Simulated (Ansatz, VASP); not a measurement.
**One calculation of SiC3, two programs**

```
C Si
1.0
     1.41543    0.81720    4.67007
    -1.41543    0.81720    4.67007
     0.00000   -1.63440    4.67007
C Si
3 1
Direct
  0.00824 0.00824 0.00824
  0.48896 0.48896 0.48896
  0.37917 0.37917 0.37917
  0.87363 0.87363 0.87363
```

Alike in both runs: task single point; functional PBEsol; k mesh 4 × 4 × 4; no spin polarisation.

|  | VASP | Ansatz |
| --- | --- | --- |
| version | VASP 6.6.1 | Ansatz 0.2.0 |
| potentials or method | VASP PAW PBE potentials, release 64 (C, Si) | plane waves |
| plane-wave cutoff (eV) | 520 | 420 |
| occupations | gaussian, width 0.01 eV | fixed |
| valence electrons in the cell | 16 | 16 |

|  | VASP | Ansatz | Ansatz less VASP |
| --- | --- | --- | --- |
| gap on the k mesh at the Fermi level (eV) | 1.43 | 1.44 | +0.014 |
| pressure (GPa) | -0.6 | -1.1 | -0.49 |
| traceless stress, the component that is largest in VASP (GPa) | -0.74 | -0.69 | +0.048 |
| rms of the force components (eV/Å) | 0.163 | 0.165 | +0.0022 |

VASP's potentials were made for PBE, not for PBEsol. Atom by atom the forces differ by 0.009 eV/Å (rms over components).

The k mesh is coarse, so the values compare programs but aren't converged.
